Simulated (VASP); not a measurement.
# CoSi in VASP: single point with PBEsol

Aim: the single point of CoSi with PBEsol.

All numbers are computed with VASP 6.6.1; they aren't measurements. Logs are shortened: lines on timing, memory, paths and dates and some standing lists are left out, and cuts for length are marked.

### Step 1. The cell of the first run

The typed cell holds 8 atoms: a = 4.386 Å, b = 4.386 Å, c = 4.386 Å, α = 90.00°, β = 90.00°, γ = 90.00°.

### Step 2. Single point, PBEsol (atom 2 moved 0.45 Å, then relaxed in part)

INCAR

```
SYSTEM = CoSi
PREC = Accurate
ENCUT = 520
EDIFF = 1E-7
ISMEAR = 0
SIGMA = 0.15
LREAL = .FALSE.
LASPH = .TRUE.
NELM = 60
ALGO = Normal
ISIF = 2
LWAVE = .FALSE.
LCHARG = .FALSE.
GGA = PS
NBANDS = 36
```

KPOINTS

```
regular mesh
0
G
  8 8 8
  0 0 0
```

POSCAR

```
CoSi
1.0
    4.3856969784      0.0000091571     -0.0000515528
    0.0000091571      4.3856786059      0.0000041468
   -0.0000515528      0.0000041468      4.3856786575
Co Si
4 4
Direct
    0.1456303561      0.1456240382      0.1456202642
    0.3543815321      0.8543821930      0.6456223718
    0.6456137376      0.3543751462      0.8543750293
    0.8543757497      0.6456300917      0.3543758272
    0.8432653848      0.8432553270      0.8432667294
    0.6567471391      0.1567395157      0.3432574064
    0.3432569695      0.6567347495      0.1567460587
    0.1567291309      0.3432589388      0.6567363130
```

Potentials or basis: VASP PAW PBE potentials, release 64 (Co, Si).

Run with:

```console
$ cat potpaw_PBE.64/Co/POTCAR potpaw_PBE.64/Si/POTCAR > POTCAR
$ mpirun -np 1 vasp_std > vasp.out
```

OUTCAR:

```text
SYSTEM = CoSi
   PREC = Accurate
   ENCUT = 520
   EDIFF = 1E-7
   ISMEAR = 0
   LREAL = .FALSE.
   LASPH = .TRUE.
   NELM = 60
   ISIF = 2
   GGA = PS

 ion  position               nearest neighbor table
   1  0.146  0.146  0.146-   5 2.30   8 2.31   7 2.31   6 2.31   7 2.40   6 2.40   8 2.40   3 2.70
                             2 2.70   2 2.70   4 2.70   3 2.70   4 2.70
   2  0.354  0.854  0.646-   6 2.30   7 2.31   8 2.31   5 2.31   5 2.40   7 2.40   8 2.40   3 2.70
                             1 2.70   3 2.70   1 2.70   4 2.70   4 2.70
   3  0.646  0.354  0.854-   7 2.30   6 2.31   8 2.31   5 2.31   6 2.40   8 2.40   5 2.40   2 2.70
                             1 2.70   2 2.70   4 2.70   1 2.70   4 2.70
   4  0.854  0.646  0.354-   8 2.30   7 2.31   5 2.31   6 2.31   5 2.40   6 2.40   7 2.40   2 2.70
                             2 2.70   1 2.70   3 2.70   3 2.70   1 2.70
   5  0.843  0.843  0.843-   1 2.30   2 2.31   4 2.31   3 2.31   4 2.40   3 2.40   2 2.40   7 2.71
                             8 2.71   6 2.71   8 2.71   6 2.71   7 2.71
   6  0.657  0.157  0.343-   2 2.30   3 2.31   4 2.31   1 2.31   4 2.40   1 2.40   3 2.40   8 2.71
                             7 2.71   5 2.71   5 2.71   7 2.71   8 2.71
   7  0.343  0.657  0.157-   3 2.30   2 2.31   1 2.31   4 2.31   1 2.40   4 2.40   2 2.40   5 2.71
                             6 2.71   8 2.71   8 2.71   6 2.71   5 2.71
   8  0.157  0.343  0.657-   4 2.30   2 2.31   1 2.31   3 2.31   1 2.40   3 2.40   2 2.40   6 2.71
                             5 2.71   7 2.71   5 2.71   7 2.71   6 2.71

  LATTYP: Found a base centered orthorhombic cell.
 ALAT       =     6.2022262858
 B/A-ratio  =     1.0000235098
 C/A-ratio  =     0.7071136079

  Lattice vectors:

 A1 = (  -0.0000515528,   0.0000041468,   4.3856786575)
 A2 = (   4.3856969784,   0.0000091571,  -0.0000515528)
 A3 = (   0.0000091571,   4.3856786059,   0.0000041468)

Analysis of symmetry for initial positions (statically):
=====================================================================
 Subroutine PRICEL returns:
 Original cell was already a primitive cell.

 Routine SETGRP: Setting up the symmetry group for a
 base centered orthorhombic supercell.

 Subroutine GETGRP returns: Found  1 space group operations
 (whereof  1 operations were pure point group operations)
 out of a pool of  8 trial point group operations.

The static configuration has the point symmetry C_1 .

Analysis of symmetry for dynamics (positions and initial velocities):
=====================================================================
 Subroutine PRICEL returns:
 Original cell was already a primitive cell.

 Routine SETGRP: Setting up the symmetry group for a
 base centered orthorhombic supercell.

 Subroutine GETGRP returns: Found  1 space group operations
 (whereof  1 operations were pure point group operations)
 out of a pool of  8 trial point group operations.

The dynamic configuration has the point symmetry C_1 .

 Subroutine INISYM returns: Found  1 space group operations
 (whereof  1 operations are pure point group operations),
 and found     1 'primitive' translations

----------------------------------------------------------------------------------------

                                     Primitive cell

  volume of cell :      84.3553

  direct lattice vectors                    reciprocal lattice vectors
     4.385696978  0.000009157 -0.000051553     0.228013929 -0.000000476  0.000002680
     0.000009157  4.385678606  0.000004147    -0.000000476  0.228014884 -0.000000216
    -0.000051553  0.000004147  4.385678657     0.000002680 -0.000000216  0.228014882

  length of vectors
     4.385696979  4.385678606  4.385678658     0.228013929  0.228014884  0.228014882

  position of ions in fractional coordinates (direct lattice)
     0.145630356  0.145624038  0.145620264
     0.354381532  0.854382193  0.645622372
     0.645613738  0.354375146  0.854375029
     0.854375750  0.645630092  0.354375827
     0.843265385  0.843255327  0.843266729
     0.656747139  0.156739516  0.343257406
     0.343256969  0.656734750  0.156746059
     0.156729131  0.343258939  0.656736313

  ion indices of the primitive-cell ions
   primitive index   ion index
                 1           1
                 2           2
                 3           3
                 4           4
                 5           5
                 6           6
                 7           7
                 8           8

----------------------------------------------------------------------------------------

 KPOINTS: regular mesh

Automatic generation of k-mesh.
 Grid dimensions read from file:
 generate k-points for:    8    8    8

 Generating k-lattice:

  Cartesian coordinates                     Fractional coordinates (reciprocal lattice)
     0.028501741 -0.000000060  0.000000335     0.125000000  0.000000000  0.000000000
    -0.000000060  0.028501861 -0.000000027     0.000000000  0.125000000  0.000000000
     0.000000335 -0.000000027  0.028501860     0.000000000  0.000000000  0.125000000

  Length of vectors
     0.028501741  0.028501861  0.028501860

  Shift w.r.t. Gamma in fractional coordinates (k-lattice)
     0.000000000  0.000000000  0.000000000

 Subroutine IBZKPT returns following result:
 ===========================================

 Found    260 irreducible k-points:

 Following reciprocal coordinates:
            Coordinates               Weight
  0.000000  0.000000  0.000000      1.000000
  0.125000  0.000000 -0.000000      2.000000
  0.000000  0.000000  0.125000      2.000000
  0.250000  0.000000 -0.000000      2.000000
  0.000000  0.000000  0.250000      2.000000
  0.375000  0.000000 -0.000000      2.000000
[... 16 lines left out ...]
  0.500000  0.125000 -0.000000      2.000000
  0.000000 -0.125000  0.500000      2.000000
 [... further k-points ...]
   k-points           NKPTS =    260   k-points in BZ     NKDIM =    260   number of bands    NBANDS=     36
   number of dos      NEDOS =    301   number of ions     NIONS =      8
   total plane-waves  NPLWV =  46656
   dimension x,y,z NGX =    36 NGY =   36 NGZ =   36
   dimension x,y,z NGXF=    72 NGYF=   72 NGZF=   72
   ions per type =               4   4
   NGX,Y,Z   is equivalent  to a cutoff of  13.65, 13.65, 13.65 a.u.
   NGXF,Y,Z  is equivalent  to a cutoff of  27.29, 27.29, 27.29 a.u.
 SYSTEM =  CoSi
   PREC   = accura    normal or accurate (medium, high low for compatibility)
   ISTART =      0    job   : 0-new  1-cont  2-samecut
   ICHARG =      2    charge: 1-file 2-atom 10-const
   ISPIN  =      1    spin polarized calculation?
   LNONCOLLINEAR =      F non collinear calculations
   LSORBIT =      F    spin-orbit coupling
   LASPH  =      T    aspherical Exc in radial PAW
   ENCUT  =  520.0 eV  38.22 Ry    6.18 a.u.   8.15  8.15  8.15*2*pi/ulx,y,z
   NELM   =     60;   NELMIN=  2; NELMDL= -5     # of ELM steps
   EDIFF  = 0.1E-06   stopping-criterion for ELM
   LREAL  =      F    real-space projection
   EDIFFG = 0.1E-05   stopping-criterion for IOM
   NSW    =      0    number of steps for IOM
   IBRION =     -1    ionic relax: 0-MD 1-quasi-New 2-CG
   NFREE  =      0    steps in history (QN), initial steepest desc. (CG)
   ISIF   =      2    stress and relaxation
   ISYM   =      2    0-nonsym 1-usesym 2-fastsym
   POTIM  = 0.5000    time-step for ionic-motion
   TEBEG  =    0.0;   TEEND  =   0.0 temperature during run
   PSTRESS=    0.0 pullay stress
   NELECT =      52.0000    total number of electrons
   NUPDOWN=      -1.0000    fix difference up-down
   EMIN   =  10.00;   EMAX   =-10.00  energy-range for DOS
   EFERMI =   0.00;   METHOD = LEGACY
   ISMEAR =     0;   SIGMA  =   0.15  broadening in eV -4-tet -1-fermi 0-gaus
   EFERMI_NEDOS =   21; number of points for ismear=-14 and -15
   IALGO  =     38    algorithm
   IMIX   =      4    mixing-type and parameters
     AMIX     =   0.40;   BMIX     =  1.00
     AMIX_MAG =   1.60;   BMIX_MAG =  1.00
  volume/ion in A,a.u.               =      10.54        71.16
  Fermi-wavevector in a.u.,A,eV,Ry     =   1.393280  2.632918 26.412042  1.941230
  Thomas-Fermi vector in A             =   2.516942
   LORBIT       =      0    0 simple, 1 ext, 2 COOP (PROOUT), +10 PAW based schemes
   GGA     = PS    functional components
   LHFCALC =     F    Hartree Fock is set to
   AEXX    =    0.0000 exact exchange contribution
   IVDW    =     0    specifies the selected vdW correction
   LEPSILON=     F    determine dielectric tensor
   LRPA    =     F    only Hartree local field effects (RPA)
 non-spin polarized calculation
 Gauss-broadening in eV      SIGMA  =   0.15
  energy-cutoff  :      520.00
  volume of cell :       84.36
 maximum number of plane-waves:      2301
 NGX is ok and might be reduce to    36
   NGX = 17   NGY = 17   NGZ = 17

 number of electron      51.9999988 magnetization

 Free energy of the ion-electron system (eV)
  ---------------------------------------------------
  ext. energy  EPLUGINS =         0.00000000
  ---------------------------------------------------
  free energy    TOTEN  =       -59.83133532 eV

  energy without entropy =      -59.81477334  energy(sigma->0) =      -59.82305433

 E-fermi :  12.5105     XC(G=0): -13.1298

 val. band max:       12.4700432603   @ k =   0.5000   0.3750   0.5000
 cond. band min:      12.6147710647   @ k =  -0.3750   0.3750  -0.3750
 fundamental gap:      0.1447278044
 Fermi energy:        12.5105424623

 k-point     1 :       0.0000    0.0000    0.0000
  band No.  band energies     occupation
      1      -1.4542      2.00000
      2       4.1593      2.00000
      3       4.1593      2.00000
      4       4.1594      2.00000
      5       6.8357      2.00000
      6       6.8357      2.00000
[... 28 lines left out ...]
     35      16.1745      0.00000
     36      17.4117      0.00000

 k-point     2 :       0.1250    0.0000   -0.0000
  band No.  band energies     occupation
      1      -1.3348      2.00000
      2       3.3547      2.00000
      3       4.2340      2.00000
      4       4.7359      2.00000
      5       6.3942      2.00000
      6       6.9069      2.00000
[... 28 lines left out ...]
     35      16.6230      0.00000
     36      17.8889      0.00000

 k-point     3 :       0.0000    0.0000    0.1250
  band No.  band energies     occupation
      1      -1.3348      2.00000
      2       3.3547      2.00000
      3       4.2340      2.00000
      4       4.7359      2.00000
      5       6.3942      2.00000
      6       6.9069      2.00000
[... 28 lines left out ...]
     35      16.6230      0.00000
     36      17.8665      0.00000

 k-point     4 :       0.2500    0.0000   -0.0000
  band No.  band energies     occupation
      1      -0.9804      2.00000
      2       2.3538      2.00000
      3       4.4519      2.00000
      4       5.2003      2.00000
      5       6.1849      2.00000
      6       7.0613      2.00000
[... 28 lines left out ...]
     35      17.2893      0.00000
     36      18.0172      0.00000

 k-point     5 :       0.0000    0.0000    0.2500
  band No.  band energies     occupation
      1      -0.9804      2.00000
      2       2.3538      2.00000
      3       4.4519      2.00000
      4       5.2003      2.00000
      5       6.1849      2.00000
      6       7.0613      2.00000
[... 655 lines left out ...]
 k-point    22 :      -0.0000   -0.1250   -0.3750
  band No.  band energies     occupation
      1      -0.2889      2.00000
      2       1.4138      2.00000
      3       4.3699      2.00000
      4       5.3371      2.00000
      5       6.2307      2.00000
      6       6.6140      2.00000
[... 28 lines left out ...]
     35      16.9842      0.00000
     36      18.3561      0.00000

 k-point    23 :       0.5000    0.1250   -0.0000
  band No.  band energies     occupation
      1       0.4844      2.00000
      2       0.4846      2.00000
      3       4.8594      2.00000
      4       4.8597      2.00000
      5       6.6269      2.00000
      6       6.6270      2.00000
[... 28 lines left out ...]
     35      17.9317      0.00000
     36      17.9319      0.00000

 k-point    24 :       0.0000   -0.1250    0.5000
  band No.  band energies     occupation
      1       0.4845      2.00000
      2       0.4846      2.00000
      3       4.8714      2.00000
      4       4.8715      2.00000
      5       6.4841      2.00000
      6       6.4841      2.00000
[... 28 lines left out ...]
     35      17.9593      0.00000
     36      17.9594      0.00000

 [... further k-points ...]
[... 5 lines left out ...]
  --------------------------------------------------------------------------------------
  -------------------------------------------------------------------------------------
  Total        0.1203386      0.1208857      0.1209186     -0.0004679     -0.0002173      0.0018239
  in kB        2.2856165      2.2960071      2.2966323     -0.0088870     -0.0041269      0.0346413
  external PRESSURE =       2.2927520 kB  Pullay stress =       0.0000000 kB

 VOLUME and BASIS-vectors are now :
 -----------------------------------------------------------------------------
  energy-cutoff  :      520.00
  volume of cell :       84.36
      direct lattice vectors                 reciprocal lattice vectors
     4.385696978  0.000009157 -0.000051553     0.228013929 -0.000000476  0.000002680
     0.000009157  4.385678606  0.000004147    -0.000000476  0.228014884 -0.000000216
    -0.000051553  0.000004147  4.385678657     0.000002680 -0.000000216  0.228014882

 POSITION                                       TOTAL-FORCE (eV/Angst)
 -----------------------------------------------------------------------------------
      0.63868      0.63866      0.63864         0.004401      0.004865      0.005003
      1.55418      3.74705      2.83148        -0.005078     -0.005079      0.004864
      2.83143      1.55418      3.74698         0.005346     -0.004645     -0.004770
      3.74702      2.83154      1.55414        -0.004779      0.004535     -0.004788
      3.69827      3.69826      3.69826         0.003013      0.003482      0.003065
      2.88028      0.68742      1.50538        -0.003627     -0.003351      0.003436
      1.50542      2.88023      0.68742         0.003616     -0.003120     -0.003620
      0.68734      1.50543      2.88023        -0.002891      0.003313     -0.003189
 -----------------------------------------------------------------------------------
    total drift:                                0.000009      0.000020     -0.000000

  FREE ENERGIE OF THE ION-ELECTRON SYSTEM (eV)
  ---------------------------------------------------
  free  energy   TOTEN  =       -59.8313353179 eV

  energy  without entropy=      -59.8147733358  energy(sigma->0) =      -59.82305433
```

Wall time 18 min (1 thread of Intel Xeon Platinum 8259CL at 2.50GHz (Skylake/Cascade Lake), shared host); peak memory 0.65 GiB.

What came out:

| Property | Result |
| --- | --- |
| Free energy | -59.8313 eV |
| Pressure | 0.2 GPa |
| Largest force | 0.009 eV/Å |
| Band gap on the k mesh | zero (band 26 reaches 12.47 eV, above the bottom of band 27 at 12.24 eV) |

Forces in eV/Å, atoms in the order of the input:
```
Co   0.004  0.005  0.005
Co  -0.005 -0.005  0.005
Co   0.005 -0.005 -0.005
Co  -0.005  0.005 -0.005
Si   0.003  0.003  0.003
Si  -0.004 -0.003  0.003
Si   0.004 -0.003 -0.004
Si  -0.003  0.003 -0.003
```

Caveat: the cell differs from its parent crystal (atom 2 moved 0.45 Å, then relaxed in part); the PAW data sets were made with another functional, which shifts forces and pressure a little. Spin polarisation is off, so any magnetic state and its effect on volume and gap are missing.
